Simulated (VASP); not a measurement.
# Ga (P6_3/mmc) in VASP: further runs

Ga is run at these levels: LDA; tasks: single point.

Program: VASP 6.6.1. These are calculated values, not measurements. Logs are shortened: lines on timing, memory, paths and dates and some standing lists are left out, and cuts for length are marked.

## Step 1: The cell of the first run

It takes space group P6_3/mmc (No. 194, hexagonal). The conventional cell has a = 2.934 Å, b = 2.934 Å, c = 4.632 Å, α = 90.00°, β = 90.00°, γ = 120.00°. Within 3.8 Å of Ga (site symmetry -6m2) lie 12 Ga at 2.87 to 2.93 Å.

This isn't the form of Ga at room conditions, which is orthorhombic.

## Step 2: Single point, LDA (17.26 Å³/atom)

Contents of INCAR:

```
SYSTEM = Ga
ALGO = Normal ; EDIFF = 1E-6
ENCUT = 520 ; GGA = CA
ISIF = 2 ; ISMEAR = -1
LASPH = .TRUE. ; LCHARG = .TRUE.
LELF = .TRUE. ; LREAL = .FALSE.
LVHAR = .TRUE. ; LWAVE = .FALSE.
NBANDS = 20 ; NELM = 60
PREC = Accurate ; SIGMA = 0.1
```

Contents of KPOINTS:

```
k-points
0
G
  14 14 8
  0 0 0
```

Contents of POSCAR:

```
Ga
1.0
    2.9336707967      0.0000000000      0.0000000000
   -1.4668353984      2.5406334363      0.0000000000
    0.0000000000      0.0000000000      4.6315684538
Ga
2
Direct
    0.3333333333      0.6666666667      0.2500000000
    0.6666666667      0.3333333333      0.7500000000
```

Potentials or basis: VASP PAW LDA potentials, release 64 (Ga_d).

Command:

```bash
cat potpaw_LDA.64/Ga_d/POTCAR > POTCAR
mpirun -np 1 vasp_std > vasp.out
```

OUTCAR:

```text
SYSTEM = Ga
   EDIFF = 1E-6
   ENCUT = 520
   GGA = CA
   ISIF = 2
   ISMEAR = -1
   LASPH = .TRUE.
   LREAL = .FALSE.
   NELM = 60
   PREC = Accurate

 ion  position               nearest neighbor table
   1  0.333  0.667  0.250-   2 2.87   2 2.87   2 2.87   2 2.87   2 2.87   2 2.87
   2  0.667  0.333  0.750-   1 2.87   1 2.87   1 2.87   1 2.87   1 2.87   1 2.87

  LATTYP: Found a hexagonal cell.
 ALAT       =     2.9336707967
 C/A-ratio  =     1.5787621634

  Lattice vectors:

 A1 = (   2.9336707967,   0.0000000000,   0.0000000000)
 A2 = (  -1.4668353984,   2.5406334363,   0.0000000000)
 A3 = (   0.0000000000,   0.0000000000,   4.6315684538)

Analysis of symmetry for initial positions (statically):
=====================================================================
 Subroutine PRICEL returns:
 Original cell was already a primitive cell.

 Routine SETGRP: Setting up the symmetry group for a
 hexagonal supercell.

 Subroutine GETGRP returns: Found 24 space group operations
 (whereof 12 operations were pure point group operations)
 out of a pool of 24 trial point group operations.

The static configuration has the point symmetry D_3d.
 The point group associated with its full space group is D_6h.

Analysis of symmetry for dynamics (positions and initial velocities):
=====================================================================
 Subroutine PRICEL returns:
 Original cell was already a primitive cell.

 Routine SETGRP: Setting up the symmetry group for a
 hexagonal supercell.

 Subroutine GETGRP returns: Found 24 space group operations
 (whereof 12 operations were pure point group operations)
 out of a pool of 24 trial point group operations.

The dynamic configuration has the point symmetry D_3d.
 The point group associated with its full space group is D_6h.

 Subroutine INISYM returns: Found 24 space group operations
 (whereof 12 operations are pure point group operations),
 and found     1 'primitive' translations

----------------------------------------------------------------------------------------

                                     Primitive cell

  volume of cell :      34.5208

  direct lattice vectors                    reciprocal lattice vectors
     2.933670797  0.000000000  0.000000000     0.340869876  0.196801315  0.000000000
    -1.466835398  2.540633436  0.000000000     0.000000000  0.393602629  0.000000000
     0.000000000  0.000000000  4.631568454     0.000000000  0.000000000  0.215909580

  length of vectors
     2.933670797  2.933670797  4.631568454     0.393602629  0.393602629  0.215909580

  position of ions in fractional coordinates (direct lattice)
     0.333333333  0.666666667  0.250000000
     0.666666667  0.333333333  0.750000000

  ion indices of the primitive-cell ions
   primitive index   ion index
                 1           1
                 2           2

----------------------------------------------------------------------------------------

 KPOINTS: k-points

Automatic generation of k-mesh.
 Grid dimensions read from file:
 generate k-points for:   14   14    8

 Generating k-lattice:

  Cartesian coordinates                     Fractional coordinates (reciprocal lattice)
     0.024347848  0.014057237  0.000000000     0.071428571  0.000000000  0.000000000
     0.000000000  0.028114474  0.000000000     0.000000000  0.071428571  0.000000000
     0.000000000  0.000000000  0.026988698     0.000000000  0.000000000  0.125000000

  Length of vectors
     0.028114474  0.028114474  0.026988698

  Shift w.r.t. Gamma in fractional coordinates (k-lattice)
     0.000000000  0.000000000  0.000000000

 Subroutine IBZKPT returns following result:
 ===========================================

 Found    120 irreducible k-points:

 Following reciprocal coordinates:
            Coordinates               Weight
  0.000000  0.000000  0.000000      1.000000
  0.071429  0.000000  0.000000      6.000000
  0.142857  0.000000  0.000000      6.000000
  0.214286 -0.000000  0.000000      6.000000
  0.285714 -0.000000  0.000000      6.000000
  0.357143 -0.000000  0.000000      6.000000
[... 16 lines left out ...]
  0.285714  0.285714  0.000000      6.000000
  0.357143  0.285714  0.000000      6.000000
 [... further k-points ...]
   k-points           NKPTS =    120   k-points in BZ     NKDIM =    120   number of bands    NBANDS=     20
   number of dos      NEDOS =    301   number of ions     NIONS =      2
   total plane-waves  NPLWV =  20736
   dimension x,y,z NGX =    24 NGY =   24 NGZ =   36
   dimension x,y,z NGXF=    48 NGYF=   48 NGZF=   72
   ions per type =               2
   NGX,Y,Z   is equivalent  to a cutoff of  13.60, 13.60, 12.92 a.u.
   NGXF,Y,Z  is equivalent  to a cutoff of  27.20, 27.20, 25.84 a.u.
 SYSTEM =  Ga
   PREC   = accura    normal or accurate (medium, high low for compatibility)
   ISTART =      0    job   : 0-new  1-cont  2-samecut
   ICHARG =      2    charge: 1-file 2-atom 10-const
   ISPIN  =      1    spin polarized calculation?
   LNONCOLLINEAR =      F non collinear calculations
   LSORBIT =      F    spin-orbit coupling
   LASPH  =      T    aspherical Exc in radial PAW
   ENCUT  =  520.0 eV  38.22 Ry    6.18 a.u.   5.45  5.45  8.61*2*pi/ulx,y,z
   NELM   =     60;   NELMIN=  2; NELMDL= -5     # of ELM steps
   EDIFF  = 0.1E-05   stopping-criterion for ELM
   LREAL  =      F    real-space projection
   EDIFFG = 0.1E-04   stopping-criterion for IOM
   NSW    =      0    number of steps for IOM
   IBRION =     -1    ionic relax: 0-MD 1-quasi-New 2-CG
   NFREE  =      0    steps in history (QN), initial steepest desc. (CG)
   ISIF   =      2    stress and relaxation
   ISYM   =      2    0-nonsym 1-usesym 2-fastsym
   POTIM  = 0.5000    time-step for ionic-motion
   TEBEG  =    0.0;   TEEND  =   0.0 temperature during run
   PSTRESS=    0.0 pullay stress
   NELECT =      26.0000    total number of electrons
   NUPDOWN=      -1.0000    fix difference up-down
   EMIN   =  10.00;   EMAX   =-10.00  energy-range for DOS
   EFERMI =   0.00;   METHOD = LEGACY
   ISMEAR =    -1;   SIGMA  =   0.10  broadening in eV -4-tet -1-fermi 0-gaus
   EFERMI_NEDOS =   21; number of points for ismear=-14 and -15
   IALGO  =     38    algorithm
   IMIX   =      4    mixing-type and parameters
     AMIX     =   0.40;   BMIX     =  1.00
     AMIX_MAG =   1.60;   BMIX_MAG =  1.00
  volume/ion in A,a.u.               =      17.26       116.48
  Fermi-wavevector in a.u.,A,eV,Ry     =   1.489494  2.814736 30.185786  2.218593
  Thomas-Fermi vector in A             =   2.602395
   LORBIT       =      0    0 simple, 1 ext, 2 COOP (PROOUT), +10 PAW based schemes
   GGA     = CA    functional components
   LHFCALC =     F    Hartree Fock is set to
   AEXX    =    0.0000 exact exchange contribution
   IVDW    =     0    specifies the selected vdW correction
   LEPSILON=     F    determine dielectric tensor
   LRPA    =     F    only Hartree local field effects (RPA)
 non-spin polarized calculation
  energy-cutoff  :      520.00
  volume of cell :       34.52
 maximum number of plane-waves:       965
 NGX is ok and might be reduce to    24
   NGX = 11   NGY = 11   NGZ = 17

 number of electron      26.0000012 magnetization

 Free energy of the ion-electron system (eV)
  ---------------------------------------------------
  ext. energy  EPLUGINS =         0.00000000
  ---------------------------------------------------
  free energy    TOTEN  =        -7.09895183 eV

  energy without entropy =       -7.07152712  energy(sigma->0) =       -7.08523947

 E-fermi :   6.1902     XC(G=0): -11.7892

 val. band max:        6.1834667965   @ k =   0.2857   0.2143   0.1250
 cond. band min:       6.2011465513   @ k =   0.2857   0.2857   0.3750
 fundamental gap:      0.0176797548
 Fermi energy:         6.1902089110

 k-point     1 :       0.0000    0.0000    0.0000
  band No.  band energies     occupation
      1      -9.0085      2.00000
      2      -8.8786      2.00000
      3      -8.8786      2.00000
      4      -8.8774      2.00000
      5      -8.8467      2.00000
      6      -8.8467      2.00000
[... 12 lines left out ...]
     19      20.4487      0.00000
     20      20.6204      0.00000

 k-point     2 :       0.0714    0.0000    0.0000
  band No.  band energies     occupation
      1      -9.0006      2.00000
      2      -8.8988      2.00000
      3      -8.8668      2.00000
      4      -8.8553      2.00000
      5      -8.8465      2.00000
      6      -8.8359      2.00000
[... 12 lines left out ...]
     19      20.6571      0.00000
     20      21.2619      0.00000

 k-point     3 :       0.1429    0.0000    0.0000
  band No.  band energies     occupation
      1      -8.9895      2.00000
      2      -8.9121      2.00000
      3      -8.8513      2.00000
      4      -8.8465      2.00000
      5      -8.8395      2.00000
      6      -8.8338      2.00000
[... 12 lines left out ...]
     19      19.0059      0.00000
     20      22.1899      0.00000

 k-point     4 :       0.2143   -0.0000    0.0000
  band No.  band energies     occupation
      1      -9.0036      2.00000
      2      -8.9065      2.00000
      3      -8.8813      2.00000
      4      -8.8597      2.00000
      5      -8.8493      2.00000
      6      -8.7860      2.00000
[... 12 lines left out ...]
     19      18.4931      0.00000
     20      21.3469      0.00000

 k-point     5 :       0.2857   -0.0000    0.0000
  band No.  band energies     occupation
      1      -9.0342      2.00000
      2      -8.9255      2.00000
      3      -8.9113      2.00000
      4      -8.8806      2.00000
      5      -8.8272      2.00000
      6      -8.7424      2.00000
[... 12 lines left out ...]
     19      17.7829      0.00000
     20      20.6290      0.00000
[... 353 lines left out ...]
      6      -8.7765      2.00000
[... 12 lines left out ...]
     19      14.7611      0.00000
     20      21.4683      0.00000

 k-point    22 :       0.3571    0.2143    0.0000
  band No.  band energies     occupation
      1      -9.0312      2.00000
      2      -8.9846      2.00000
      3      -8.8935      2.00000
      4      -8.8825      2.00000
      5      -8.8089      2.00000
      6      -8.7695      2.00000
[... 12 lines left out ...]
     19      14.3657      0.00000
     20      21.2915      0.00000

 k-point    23 :       0.2857    0.2857    0.0000
  band No.  band energies     occupation
      1      -9.0341      2.00000
      2      -8.9260      2.00000
      3      -8.9209      2.00000
      4      -8.8733      2.00000
      5      -8.8168      2.00000
      6      -8.7825      2.00000
[... 12 lines left out ...]
     19      13.5707      0.00000
     20      24.0444      0.00000

 k-point    24 :       0.3571    0.2857    0.0000
  band No.  band energies     occupation
      1      -9.0413      2.00000
      2      -8.9256      2.00000
      3      -8.8890      2.00000
      4      -8.8614      2.00000
      5      -8.8320      2.00000
      6      -8.8121      2.00000
[... 12 lines left out ...]
     19      13.1851      0.00000
     20      24.2328      0.00000

 [... further k-points ...]

------------------------ aborting loop because EDIFF is reached ----------------------------------------

  FORCE on cell =-STRESS in cart. coord.  units (eV):
  Direction    XX          YY          ZZ          XY          YZ          ZX
  --------------------------------------------------------------------------------------
  -------------------------------------------------------------------------------------
  Total        0.0305689      0.0305689      0.0993133     -0.0000000      0.0000000      0.0000000
  in kB        1.4187581      1.4187581      4.6093171     -0.0000000      0.0000000      0.0000000
  external PRESSURE =       2.4822778 kB  Pullay stress =       0.0000000 kB

 VOLUME and BASIS-vectors are now :
 -----------------------------------------------------------------------------
  energy-cutoff  :      520.00
  volume of cell :       34.52
      direct lattice vectors                 reciprocal lattice vectors
     2.933670797  0.000000000  0.000000000     0.340869876  0.196801315  0.000000000
    -1.466835398  2.540633436  0.000000000     0.000000000  0.393602629  0.000000000
     0.000000000  0.000000000  4.631568454     0.000000000  0.000000000  0.215909580

 POSITION                                       TOTAL-FORCE (eV/Angst)
 -----------------------------------------------------------------------------------
     -0.00000      1.69376      1.15789         0.000000      0.000000      0.000000
      1.46684      0.84688      3.47368        -0.000000     -0.000000     -0.000000
 -----------------------------------------------------------------------------------
    total drift:                               -0.000000      0.000000      0.000000

  FREE ENERGIE OF THE ION-ELECTRON SYSTEM (eV)
  ---------------------------------------------------
  free  energy   TOTEN  =        -7.0989518316 eV

  energy  without entropy=       -7.0715271167  energy(sigma->0) =       -7.08523947
```

It took 67 s on 1 thread of Intel Xeon 8259CL, shared host; peak memory 0.19 GiB.

What came out:

| Item | Value |
| --- | --- |
| Free energy | -7.0990 eV |
| Pressure | 0.2 GPa |
| Band gap on the k mesh | zero (bands 13 and 14 overlap by 8.50 eV) |

## Step 3: Single point, LDA (17.95 Å³/atom)

This run uses another cell than the first one, of 17.95 Å³/atom.

Contents of INCAR:

```
ALGO = Normal ; EDIFF = 1E-6
ENCUT = 520 ; GGA = CA
ISIF = 2 ; ISMEAR = -1
LASPH = True ; LCHARG = False
LREAL = False ; LWAVE = False
NBANDS = 20 ; NELM = 100
PREC = Accurate ; SIGMA = 0.1
```

Contents of KPOINTS:

```
k-points
0
Gamma
  14 14 8
```

Contents of POSCAR:

```
Ga
1.0
    2.9722761554      0.0000000000      0.0000000000
   -1.4861380777      2.5740666576      0.0000000000
    0.0000000000      0.0000000000      4.6925171334
Ga
2
Direct
    0.3333333333      0.6666666667      0.2500000000
    0.6666666667      0.3333333333      0.7500000000
```

Potentials or basis: VASP PAW LDA potentials, release 64 (Ga_d).

Command:

```bash
cat potpaw_LDA.64/Ga_d/POTCAR > POTCAR
mpirun -np 1 vasp_std > vasp.out
```

Run time: 64 s. Hardware: 1 thread of Intel Xeon 8259CL, shared host; peak memory 0.19 GiB.

It converged, with:

```
Free energy            : -7.0915 eV
Pressure               : -2.1 GPa
Band gap on the k mesh : zero (bands 13 and 14 overlap by 8.19 eV)
```

Stress tensor (GPa, compression positive):
```
-2.14  0.00  0.00
 0.00 -2.14  0.00
 0.00  0.00 -1.91
```

Levels at points of the mesh, in eV from the Fermi level:
| k point | band 11 | band 12 | band 13 | band 14 | band 15 | band 16 |
| --- | --- | --- | --- | --- | --- | --- |
| (0.00, 0.00, 0.00) | -11.46 | -4.63 | -4.04 | 9.43 | 9.43 | 11.57 |
| (0.50, 0.00, 0.00) | -5.96 | -5.16 | 0.74 | 0.91 | 1.02 | 3.27 |
| (0.00, 0.00, 0.50) | -9.70 | -9.70 | 4.35 | 4.35 | 10.74 | 10.74 |
| (0.50, 0.00, 0.50) | -4.28 | -4.28 | -3.31 | -3.31 | 6.49 | 6.49 |

## Step 4: Single point, LDA (18.64 Å³/atom)

This run uses another cell than the first one, of 18.64 Å³/atom.

Contents of INCAR:

```
PREC = Accurate
ENCUT = 520
EDIFF = 1E-6
ISMEAR = -1
SIGMA = 0.1
LREAL = F
LASPH = T
NELM = 100
ALGO = Normal
ISIF = 2
LWAVE = F
LCHARG = T
LELF = T
LVHAR = T
NBANDS = 20
```

Contents of KPOINTS:

```
regular mesh
0
Gamma
  14 14 8
```

Contents of POSCAR:

```
Ga
1.0
    3.0099038987      0.0000000000      0.0000000000
   -1.5049519494      2.6066532392      0.0000000000
    0.0000000000      0.0000000000      4.7519223908
Ga
2
Direct
    0.3333333333      0.6666666667      0.2500000000
    0.6666666667      0.3333333333      0.7500000000
```

Command:

```bash
cat potpaw_LDA.64/Ga_d/POTCAR > POTCAR
mpirun -np 1 vasp_std > vasp.out
```

Run time: 70 s. Hardware: 1 thread of Intel Xeon 8259CL, shared host; peak memory 0.19 GiB.

It converged, with:

```
Free energy            : -7.0663 eV
Pressure               : -3.9 GPa
Band gap on the k mesh : zero (bands 13 and 14 overlap by 7.88 eV)
```

Stress tensor (GPa, compression positive):
```
-3.94  0.00  0.00
 0.00 -3.94  0.00
 0.00  0.00 -3.74
```

Levels at points of the mesh, in eV from the Fermi level:
| k point | band 9 | band 10 | band 11 | band 12 | band 13 | band 14 | band 15 | band 16 | band 17 | band 18 |
| --- | --- | --- | --- | --- | --- | --- | --- | --- | --- | --- |
| (0.00, 0.00, 0.00) | -14.79 | -14.79 | -11.16 | -4.62 | -3.85 | 9.13 | 9.13 | 11.22 | 11.22 | 13.10 |
| (0.50, 0.00, 0.00) | -14.77 | -14.76 | -5.87 | -5.01 | 0.59 | 0.88 | 1.04 | 3.25 | 4.53 | 8.19 |
| (0.00, 0.00, 0.50) | -14.83 | -14.83 | -9.45 | -9.45 | 4.21 | 4.21 | 10.39 | 10.39 | 10.39 | 10.39 |
| (0.50, 0.00, 0.50) | -14.78 | -14.78 | -4.25 | -4.25 | -3.18 | -3.18 | 6.32 | 6.32 | 7.61 | 7.61 |

Caveat: the cell stands under tension.

## Step 5: The runs side by side

```csv
cell,gap on the mesh (eV),pressure (GPa)
"a = 2.934, b = 2.934, c = 4.632 Å, angles 90.0, 90.0, 120.0°, 2 atoms",none,0.2
"a = 2.972, b = 2.972, c = 4.693 Å, angles 90.0, 90.0, 120.0°, 2 atoms",none,-2.1
"a = 3.010, b = 3.010, c = 4.752 Å, angles 90.0, 90.0, 120.0°, 2 atoms",none,-3.9
```

Alike in all rows: task single point; level LDA; potentials or basis VASP PAW LDA potentials, release 64 (Ga_d); no spin polarisation; k mesh 14 × 14 × 8; cutoff (eV) 520; smearing fermi-dirac 0.1 eV.

Caveats: the cell stands under tension (at least some runs).

Absolute energies hang on the potentials; compare differences alone.
